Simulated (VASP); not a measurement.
# Nb3Si2O (I4/mmm) in VASP: single point with PBE

Aim: the single point of Nb3Si2O with PBE.

All numbers are computed with VASP 6.6.1; they aren't measurements. Logs are shortened: lines on timing, memory, paths and dates and some standing lists are left out, and cuts for length are marked.

**1. The cell of the first run**

It takes space group I4/mmm (No. 139, tetragonal). The conventional cell has a = 4.957 Å, b = 4.957 Å, c = 9.253 Å, α = 90.00°, β = 90.00°, γ = 90.00°. Within 2.6 Å of Nb (site symmetry 4mm) lie 1 O at 1.91 Å and 4 Si at 2.51 Å. Within 3.6 Å of Nb (site symmetry 4/mmm) lie 2 Nb at 2.72 Å and 8 Si at 3.39 Å and 4 O at 3.51 Å. Within 3.6 Å of Si (site symmetry -4m2) lie 8 Nb at 2.51 to 3.39 Å and 4 O at 3.39 Å and 4 Si at 3.51 Å. O (site symmetry 4/mmm) has 2 Nb at 1.91 Å within 2.5 Å.

The cell was built from a structure type or drawn by symmetry, and may not be a known phase.

**2. Single point, PBE**

File INCAR:

```
SYSTEM = Nb3Si2O
  PREC = Accurate
  ENCUT = 520
  EDIFF = 1E-6
  ISMEAR = 0
  SIGMA = 0.2
  LREAL = .FALSE.
  LASPH = .TRUE.
  NELM = 80
  ALGO = Normal
  ISIF = 2
  LWAVE = .FALSE.
  LCHARG = .TRUE.
  GGA = PE
  LELF = .TRUE.
  LVHAR = .TRUE.
  NBANDS = 36
```

File KPOINTS:

```
Automatic mesh
0
G
  5 5 5
  0 0 0
```

File POSCAR:

```
Nb3Si2O
1.0
   -2.4784670547      2.4784670547      4.6264381156
    2.4784670547     -2.4784670547      4.6264381156
    2.4784670547      2.4784670547     -4.6264381156
Nb Si O
3 2 1
Direct
    0.2940488979      0.2940488979      0.0000000000
    0.7059511021      0.7059511021      0.0000000000
    0.0000000000      0.0000000000      0.0000000000
    0.7500000000      0.2500000000      0.5000000000
    0.2500000000      0.7500000000      0.5000000000
    0.5000000000      0.5000000000      0.0000000000
```

Potentials or basis: VASP PAW PBE potentials, release 64 (Nb_sv, Si, O).

The run is started by

```sh
$ cat potpaw_PBE.64/Nb_sv/POTCAR potpaw_PBE.64/Si/POTCAR potpaw_PBE.64/O/POTCAR > POTCAR
$ mpirun -np 1 vasp_std > vasp.out
```

OUTCAR:

```text
SYSTEM = Nb3Si2O
   PREC = Accurate
   ENCUT = 520
   EDIFF = 1E-6
   ISMEAR = 0
   LREAL = .FALSE.
   LASPH = .TRUE.
   NELM = 80
   ISIF = 2
   GGA = PE

 ion  position               nearest neighbor table
   1  0.294  0.294  0.000-   6 1.91   5 2.51   4 2.51   5 2.51   4 2.51   3 2.72
   2  0.706  0.706  0.000-   6 1.91   4 2.51   5 2.51   4 2.51   5 2.51   3 2.72
   3  0.000  0.000  0.000-   1 2.72   2 2.72
   4  0.750  0.250  0.500-   1 2.51   2 2.51   1 2.51   2 2.51
   5  0.250  0.750  0.500-   1 2.51   2 2.51   1 2.51   2 2.51
   6  0.500  0.500  0.000-   1 1.91   2 1.91

  LATTYP: Found a body centered tetragonal cell.
 ALAT       =     4.9569341094
 C/A-ratio  =     1.8666530615

  Lattice vectors:

 A1 = (  -2.4784670547,   2.4784670547,   4.6264381156)
 A2 = (   2.4784670547,  -2.4784670547,   4.6264381156)
 A3 = (   2.4784670547,   2.4784670547,  -4.6264381156)

Analysis of symmetry for initial positions (statically):
=====================================================================
 Subroutine PRICEL returns:
 Original cell was already a primitive cell.

 Routine SETGRP: Setting up the symmetry group for a
 body centered tetragonal supercell.

 Subroutine GETGRP returns: Found 16 space group operations
 (whereof 16 operations were pure point group operations)
 out of a pool of 16 trial point group operations.

The static configuration has the point symmetry D_4h.

Analysis of symmetry for dynamics (positions and initial velocities):
=====================================================================
 Subroutine PRICEL returns:
 Original cell was already a primitive cell.

 Routine SETGRP: Setting up the symmetry group for a
 body centered tetragonal supercell.

 Subroutine GETGRP returns: Found 16 space group operations
 (whereof 16 operations were pure point group operations)
 out of a pool of 16 trial point group operations.

The dynamic configuration has the point symmetry D_4h.

 Subroutine INISYM returns: Found 16 space group operations
 (whereof 16 operations are pure point group operations),
 and found     1 'primitive' translations

----------------------------------------------------------------------------------------

                                     Primitive cell

  volume of cell :     113.6771

  direct lattice vectors                    reciprocal lattice vectors
    -2.478467055  2.478467055  4.626438116     0.000000000  0.201737602  0.108074503
     2.478467055 -2.478467055  4.626438116     0.201737602  0.000000000  0.108074503
     2.478467055  2.478467055 -4.626438116     0.201737602  0.201737602  0.000000000

  length of vectors
     5.804268043  5.804268043  5.804268043     0.228862750  0.228862750  0.285300053

  position of ions in fractional coordinates (direct lattice)
     0.294048898  0.294048898  0.000000000
     0.705951102  0.705951102  0.000000000
     0.000000000  0.000000000  0.000000000
     0.750000000  0.250000000  0.500000000
     0.250000000  0.750000000  0.500000000
     0.500000000  0.500000000  0.000000000

  ion indices of the primitive-cell ions
   primitive index   ion index
                 1           1
                 2           2
                 3           3
                 4           4
                 5           5
                 6           6

----------------------------------------------------------------------------------------

 KPOINTS: Automatic mesh

Automatic generation of k-mesh.
 Grid dimensions read from file:
 generate k-points for:    5    5    5

 Generating k-lattice:

  Cartesian coordinates                     Fractional coordinates (reciprocal lattice)
     0.000000000  0.040347520  0.021614901     0.200000000 -0.000000000  0.000000000
     0.040347520  0.000000000  0.021614901    -0.000000000  0.200000000  0.000000000
     0.040347520  0.040347520  0.000000000     0.000000000  0.000000000  0.200000000

  Length of vectors
     0.045772550  0.045772550  0.057060011

  Shift w.r.t. Gamma in fractional coordinates (k-lattice)
     0.000000000  0.000000000  0.000000000

 Subroutine IBZKPT returns following result:
 ===========================================

 Found     18 irreducible k-points:

 Following reciprocal coordinates:
            Coordinates               Weight
  0.000000  0.000000  0.000000      1.000000
  0.200000  0.000000  0.000000      8.000000
  0.400000 -0.000000  0.000000      8.000000
  0.200000  0.200000  0.000000      8.000000
  0.400000  0.200000  0.000000     16.000000
 -0.400000  0.200000 -0.000000     16.000000
[... 10 lines left out ...]
 -0.400000  0.400000  0.400000      4.000000
 -0.400000 -0.400000  0.400000      2.000000
   k-points           NKPTS =     18   k-points in BZ     NKDIM =     18   number of bands    NBANDS=     36
   number of dos      NEDOS =    301   number of ions     NIONS =      6
   total plane-waves  NPLWV = 110592
   dimension x,y,z NGX =    48 NGY =   48 NGZ =   48
   dimension x,y,z NGXF=    96 NGYF=   96 NGZF=   96
   ions per type =               3   2   1
   NGX,Y,Z   is equivalent  to a cutoff of  13.75, 13.75, 13.75 a.u.
   NGXF,Y,Z  is equivalent  to a cutoff of  27.50, 27.50, 27.50 a.u.
 SYSTEM =  Nb3Si2O
   PREC   = accura    normal or accurate (medium, high low for compatibility)
   ISTART =      0    job   : 0-new  1-cont  2-samecut
   ICHARG =      2    charge: 1-file 2-atom 10-const
   ISPIN  =      1    spin polarized calculation?
   LNONCOLLINEAR =      F non collinear calculations
   LSORBIT =      F    spin-orbit coupling
   LASPH  =      T    aspherical Exc in radial PAW
   ENCUT  =  520.0 eV  38.22 Ry    6.18 a.u.  10.79 10.79 10.79*2*pi/ulx,y,z
   NELM   =     80;   NELMIN=  2; NELMDL= -5     # of ELM steps
   EDIFF  = 0.1E-05   stopping-criterion for ELM
   LREAL  =      F    real-space projection
   EDIFFG = 0.1E-04   stopping-criterion for IOM
   NSW    =      0    number of steps for IOM
   IBRION =     -1    ionic relax: 0-MD 1-quasi-New 2-CG
   NFREE  =      0    steps in history (QN), initial steepest desc. (CG)
   ISIF   =      2    stress and relaxation
   ISYM   =      2    0-nonsym 1-usesym 2-fastsym
   POTIM  = 0.5000    time-step for ionic-motion
   TEBEG  =    0.0;   TEEND  =   0.0 temperature during run
   PSTRESS=    0.0 pullay stress
   NELECT =      53.0000    total number of electrons
   NUPDOWN=      -1.0000    fix difference up-down
   EMIN   =  10.00;   EMAX   =-10.00  energy-range for DOS
   EFERMI =   0.00;   METHOD = LEGACY
   ISMEAR =     0;   SIGMA  =   0.20  broadening in eV -4-tet -1-fermi 0-gaus
   EFERMI_NEDOS =   21; number of points for ismear=-14 and -15
   IALGO  =     38    algorithm
   IMIX   =      4    mixing-type and parameters
     AMIX     =   0.40;   BMIX     =  1.00
     AMIX_MAG =   1.60;   BMIX_MAG =  1.00
  volume/ion in A,a.u.               =      18.95       127.86
  Fermi-wavevector in a.u.,A,eV,Ry     =   1.269431  2.398877 21.925178  1.611455
  Thomas-Fermi vector in A             =   2.402473
   LORBIT       =      0    0 simple, 1 ext, 2 COOP (PROOUT), +10 PAW based schemes
   GGA     = PE    functional components
   LHFCALC =     F    Hartree Fock is set to
   AEXX    =    0.0000 exact exchange contribution
   IVDW    =     0    specifies the selected vdW correction
   LEPSILON=     F    determine dielectric tensor
   LRPA    =     F    only Hartree local field effects (RPA)
 non-spin polarized calculation
 Gauss-broadening in eV      SIGMA  =   0.20
  energy-cutoff  :      520.00
  volume of cell :      113.68
 maximum number of plane-waves:      3070
 NGX is ok and might be reduce to    48
   NGX = 21   NGY = 21   NGZ = 21

 number of electron      52.9999998 magnetization

 Free energy of the ion-electron system (eV)
  ---------------------------------------------------
  ext. energy  EPLUGINS =         0.00000000
  ---------------------------------------------------
  free energy    TOTEN  =       -46.31830167 eV

  energy without entropy =      -46.17914789  energy(sigma->0) =      -46.24872478

 E-fermi :   7.9657     XC(G=0): -10.6315

 val. band max:        7.9551680215   @ k =   0.4000  -0.0000   0.0000
 cond. band min:       7.9732209820   @ k =   0.2000   0.0000   0.0000
 fundamental gap:      0.0180529605
 Fermi energy:         7.9656801175

 k-point     1 :       0.0000    0.0000    0.0000
  band No.  band energies     occupation
      1     -47.6214      2.00000
      2     -47.3914      2.00000
      3     -47.3882      2.00000
      4     -24.0663      2.00000
      5     -23.8546      2.00000
      6     -23.7662      2.00000
[... 28 lines left out ...]
     35      10.5364      0.00000
     36      10.5364      0.00000

 k-point     2 :       0.2000    0.0000    0.0000
  band No.  band energies     occupation
      1     -47.6208      2.00000
      2     -47.3963      2.00000
      3     -47.3838      2.00000
      4     -24.1057      2.00000
      5     -23.7963      2.00000
      6     -23.7686      2.00000
[... 28 lines left out ...]
     35      10.1311      0.00000
     36      10.7542      0.00000

 k-point     3 :       0.4000   -0.0000    0.0000
  band No.  band energies     occupation
      1     -47.6198      2.00000
      2     -47.4004      2.00000
      3     -47.3805      2.00000
      4     -24.1491      2.00000
      5     -23.7746      2.00000
      6     -23.7723      2.00000
[... 28 lines left out ...]
     35      10.6019      0.00000
     36      10.9549      0.00000
[... 508 lines left out ...]
 k-point    17 :      -0.4000    0.4000    0.4000
  band No.  band energies     occupation
      1     -47.6188      2.00000
      2     -47.4037      2.00000
      3     -47.3785      2.00000
      4     -24.0512      2.00000
      5     -23.8619      2.00000
      6     -23.7825      2.00000
[... 28 lines left out ...]
     35      10.8816      0.00000
     36      11.1820      0.00000

 k-point    18 :      -0.4000   -0.4000    0.4000
  band No.  band energies     occupation
      1     -47.6187      2.00000
      2     -47.4049      2.00000
      3     -47.3774      2.00000
      4     -24.0963      2.00000
      5     -23.7958      2.00000
      6     -23.7829      2.00000
[... 28 lines left out ...]
     35      10.1840      0.00000
     36      10.9067      0.00000

------------------------ aborting loop because EDIFF is reached ----------------------------------------

  FORCE on cell =-STRESS in cart. coord.  units (eV):
  Direction    XX          YY          ZZ          XY          YZ          ZX
  --------------------------------------------------------------------------------------
  -------------------------------------------------------------------------------------
  Total        0.0140696      0.0140696     -0.1665487      0.0000000      0.0000000      0.0000000
  in kB        0.1982988      0.1982988     -2.3473545      0.0000000      0.0000000      0.0000000
  external PRESSURE =      -0.6502523 kB  Pullay stress =       0.0000000 kB

 VOLUME and BASIS-vectors are now :
 -----------------------------------------------------------------------------
  energy-cutoff  :      520.00
  volume of cell :      113.68
      direct lattice vectors                 reciprocal lattice vectors
    -2.478467055  2.478467055  4.626438116     0.000000000  0.201737602  0.108074503
     2.478467055 -2.478467055  4.626438116     0.201737602  0.000000000  0.108074503
     2.478467055  2.478467055 -4.626438116     0.201737602  0.201737602  0.000000000

 POSITION                                       TOTAL-FORCE (eV/Angst)
 -----------------------------------------------------------------------------------
      0.00000      0.00000      2.72080        -0.000000     -0.000000     -0.032415
      0.00000      0.00000      6.53208        -0.000000     -0.000000      0.032415
      0.00000      0.00000      0.00000         0.000000      0.000000     -0.000000
     -0.00000      2.47847      2.31322         0.000000      0.000000     -0.000000
      2.47847     -0.00000      2.31322         0.000000      0.000000      0.000000
      0.00000      0.00000      4.62644         0.000000      0.000000     -0.000000
 -----------------------------------------------------------------------------------
    total drift:                                0.000000      0.000000     -0.000000

  FREE ENERGIE OF THE ION-ELECTRON SYSTEM (eV)
  ---------------------------------------------------
  free  energy   TOTEN  =       -46.3183016686 eV

  energy  without entropy=      -46.1791478899  energy(sigma->0) =      -46.24872478
```

Run time: 86 s. Hardware: 1 thread of Intel Xeon 6975P-C (Granite Rapids), shared host; peak memory 0.34 GiB.

What came out:

```
Free energy            : -46.3183 eV
Pressure               : -0.1 GPa
Largest force          : 0.032 eV/Å
Band gap on the k mesh : zero (an odd number of electrons rules out a gap without spin polarisation)
```

Forces in eV/Å, atoms in the order of the input:
```
Nb   0.000  0.000 -0.032
Nb   0.000  0.000  0.032
Nb   0.000  0.000  0.000
Si   0.000  0.000  0.000
Si   0.000  0.000  0.000
O    0.000  0.000  0.000
```

Caveat: an odd number of electrons without spin polarisation forces a metal; a magnetic or distorted state may lie lower.
